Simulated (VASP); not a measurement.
Wanted: the native input for a VASP 6.6.1 run.

- Task: single point
- Functional: PBE
- Potentials or basis: VASP PAW PBE potentials, release 64 (Pt)
- Cutoff: 500 eV
- k mesh: 13 × 13 × 13
- Occupations: fermi-dirac, width 0.05 eV
- Spin: no spin polarisation
- Dipole correction: no
- Further INCAR settings: ALGO = Normal; EDIFF = 1e-06; NBANDS = 11

The structure of Pt lies in POSCAR:

```
Pt
1.0
    0.0000000000      1.9208704006      1.9208704006
    1.9208704006      0.0000000000      1.9208704006
    1.9208704006      1.9208704006      0.0000000000
Pt
1
Direct
    0.0000000000      0.0000000000      0.0000000000
```

One way to write it, as run:

INCAR

```
SYSTEM = Pt
PREC = Accurate
ENCUT = 500
EDIFF = 1E-6
ISMEAR = -1
SIGMA = 0.05
LREAL = .False.
LASPH = .True.
NELM = 120
ALGO = Normal
ISIF = 2
LWAVE = .False.
LCHARG = .False.
GGA = PE
NBANDS = 11
GGA_COMPAT = .False.
```

KPOINTS

```
Automatic mesh
0
Gamma
  13 13 13
  0 0 0
```

Potentials or basis: VASP PAW PBE potentials, release 64 (Pt).

Command:

```bash
$ cat potpaw_PBE.64/Pt/POTCAR > POTCAR
$ mpirun -np 1 vasp_std > vasp.out
```

It gave:

```
Pressure               : 31.3 GPa
Band gap on the k mesh : zero (bands 5 and 6 overlap by 2.42 eV)
```

Caveat: the cell stands under pressure; spin-orbit coupling is left out, which moves the levels of the heavy elements.

Run time: 13 s on 1 thread of Intel Xeon 8259CL, with other jobs on the host, peak memory 0.13 GiB.
